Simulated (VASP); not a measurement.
Crystal: Ag.

```
CELL_PARAMETERS angstrom
0.00000 2.04275 2.04275
2.04275 0.00000 2.04275
2.04275 2.04275 0.00000
ATOMIC_POSITIONS crystal
Ag 0.00000 0.00000 0.00000
```

| Property | Result |
| --- | --- |
| Program | VASP 6.6.1 |
| Task | relaxation of cell and atoms |
| Functional | PBEsol |
| Potentials or basis | VASP PAW PBE potentials, release 64 (Ag) |
| Cutoff | 600 eV |
| k mesh | 11 × 11 × 11 |
| Occupations | fermi-dirac, width 0.05 eV |
| Spin | no spin polarisation |

At the start: pressure -3.1 GPa; volume 17.05 Å³/atom.

How do energy, volume and symmetry change on relaxing?

Over 3 steps the energy falls by 4.7 meV/atom and the volume is 16.58 Å³/atom (-2.8 %); space group Fm-3m (No. 225, to 0.05 Å).

The path:
| step | energy change (eV) | largest force (eV/Å) | pressure (GPa) | volume (Å³) |
| --- | --- | --- | --- | --- |
| 1 | 0.0000 | 0.0000 | -3.10 | 17.05 |
| 2 | -0.0021 | 0.0000 | 2.60 | 16.25 |
| 3 | -0.0047 | 0.0000 | -0.01 | 16.58 |

Final structure:
```cif
data_structure
_symmetry_space_group_name_H-M 'P 1'
_symmetry_Int_Tables_number 1
_cell_length_a 2.8621
_cell_length_b 2.8621
_cell_length_c 2.8621
_cell_angle_alpha 60.000
_cell_angle_beta 60.000
_cell_angle_gamma 60.000
_cell_volume 16.58
loop_
_atom_site_label
_atom_site_type_symbol
_atom_site_fract_x
_atom_site_fract_y
_atom_site_fract_z
_atom_site_occupancy
Ag1 Ag 0.00000 0.00000 0.00000 1
```

Caveat: the PAW data sets were made with another functional, which shifts forces and pressure a little.
